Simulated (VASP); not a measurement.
A run of VASP 6.6.1 is set up as follows.

Contents of INCAR:

```
PREC = Accurate
ENCUT = 600
EDIFF = 1E-6
ISMEAR = 0
SIGMA = 0.1
LREAL = False
LASPH = True
NELM = 100
ALGO = Normal
ISIF = 3
LWAVE = False
LCHARG = False
GGA = PE
IBRION = 2
NSW = 100
EDIFFG = -0.01
```

Contents of KPOINTS:

```
regular mesh
0
Gamma
  8 8 8
```

Contents of POSCAR:

```
Al2Cl
1.0
    0.0000000000      4.0592190100      4.0592190100
    4.0592190100      0.0000000000      4.0592190100
    4.0592190100      4.0592190100      0.0000000000
Al Cl
4 2
Direct
    0.1250000000      0.1250000000      0.1250000000
    0.6250000000      0.1250000000      0.1250000000
    0.1250000000      0.6250000000      0.1250000000
    0.1250000000      0.1250000000      0.6250000000
    0.5000000000      0.5000000000      0.5000000000
    0.7500000000      0.7500000000      0.7500000000
```

Potentials or basis: VASP PAW PBE potentials, release 64 (Al, Cl).

The run is started by

```bash
$ cat potpaw_PBE.64/Al/POTCAR potpaw_PBE.64/Cl/POTCAR > POTCAR
$ mpirun -np 1 vasp_std > vasp.out
```

Q: What does it give for the relaxed volume?

A: 21.90 Å³/atom.

Q: What does it give for the relaxed cell?

A: a = 5.706 Å, b = 5.706 Å, c = 5.706 Å, α = 60.00°, β = 60.00°, γ = 60.00°.

Q: Predict the space group after relaxing (to 0.1 Å).

A: Fd-3m (No. 227).

Q: Predict the band gap on the k mesh.

A: Zero (bands 13 and 14 overlap by 1.27 eV).

Final structure:
```xyz
6
Lattice="0.0000 4.0349 4.0349 4.0349 0.0000 4.0349 4.0349 4.0349 0.0000" Properties=species:S:1:pos:R:3 pbc="T T T"
Al    1.0087    1.0087    1.0087
Al    1.0087    3.0262    3.0262
Al    3.0262    1.0087    3.0262
Al    3.0262    3.0262    1.0087
Cl    4.0349    4.0349    4.0349
Cl    6.0524    6.0524    6.0524
```
